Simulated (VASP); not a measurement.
**C: single point with PBEsol**

C:

```xyz
2
Lattice="2.0839 -1.2032 0.0000 2.0839 1.2032 0.0000 -1.3509 0.0000 3.4313" Properties=species:S:1:pos:R:3 pbc="T T T"
C    -0.6563    0.0000    3.4310
C     3.4731    0.0000    0.0003
```

This cell differs from its parent crystal: volume scaled by 0.94.

* Program: VASP 6.6.1
* Task: single point
* Functional: PBEsol
* Potentials or basis: VASP PAW PBE potentials, release 64 (C)
* Cutoff: 520 eV
* k mesh: 13 × 13 × 8
* Occupations: fermi-dirac, width 0.05 eV
* Spin: no spin polarisation
* Dipole correction: no
* Further INCAR settings: ALGO = Normal; EDIFF = 1e-06; NBANDS = 11

- Pressure: 20.4 GPa
- Largest force: 0.004 eV/Å
- Band gap on the k mesh: 0.94 eV, indirect (least direct gap 0.95 eV)

Forces on the atoms (eV/Å):
```
C   -0.002  0.000  0.003
C    0.002  0.000 -0.003
```

Stress tensor (GPa, compression positive):
```
30.24  0.00 -0.04
 0.00 30.16  0.00
-0.04  0.00  0.78
```

Levels at points of the mesh, in eV from the valence-band top:
| k point | band 1 | band 2 | band 3 | band 4 | band 5 | band 6 | band 7 | band 8 | band 9 |
| --- | --- | --- | --- | --- | --- | --- | --- | --- | --- |
| (0.00, 0.00, 0.00) | -19.79 | -6.83 | -2.55 | -2.55 | 3.97 | 9.21 | 9.21 | 12.69 | 14.81 |
| (0.00, 0.00, 0.50) | -19.54 | -8.58 | -2.56 | -2.56 | 9.17 | 9.17 | 9.95 | 12.86 | 14.62 |

It took 28 s on 1 thread of Intel(R) Xeon(R) 6975P-C (Granite Rapids) (shared host), peak memory 0.16 GiB.

Caveat: the PAW data sets were made with another functional, which shifts forces and pressure a little; this functional lacks dispersion, which binds the layers, so the pressure and a relaxed spacing across them are unreliable. A k mesh can miss the band edges.
